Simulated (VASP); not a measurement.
A run of VASP 6.6.1:

Contents of INCAR:

```
PREC     = Accurate       # precision mode
ENCUT    = 520            # plane-wave cutoff, eV
EDIFF    = 1E-6           # SCF threshold, eV
ISMEAR   = -1             # smearing method
SIGMA    = 0.13605693000000002 # smearing width, eV
LREAL    = F              # projectors in reciprocal space
LASPH    = T              # aspherical terms in the spheres
NELM     = 100            # most SCF steps
ALGO     = Normal         # electronic algorithm
ISIF     = 2              # what is computed and relaxed
LWAVE    = F              # write WAVECAR
LCHARG   = T              # write CHGCAR
GGA      = PE             # functional
LELF     = T              # ELF
LVHAR    = T            
NBANDS   = 10             # bands
```

Contents of KPOINTS:

```
regular mesh
0
Gamma
  8 8 8
```

POSCAR

```
Rb
1.0
    0.0000000000      3.5844493850      3.5844493850
    3.5844493850      0.0000000000      3.5844493850
    3.5844493850      3.5844493850      0.0000000000
Rb
1
Direct
    0.0000000000      0.0000000000      0.0000000000
```

Potentials or basis: VASP PAW PBE potentials, release 64 (Rb_sv).

Launch:

```console
$ cat potpaw_PBE.64/Rb_sv/POTCAR > POTCAR
$ mpirun -np 1 vasp_std > vasp.out
```

Hardware: 1 thread of Intel Xeon 8259CL, with other jobs on the host.

Task: How long does it take, and how much memory?

Result: Wall time 46 s on 1 thread of Intel Xeon 8259CL, on a shared host, peak memory 0.23 GiB. Counts: scf iterations 10, k points 29.
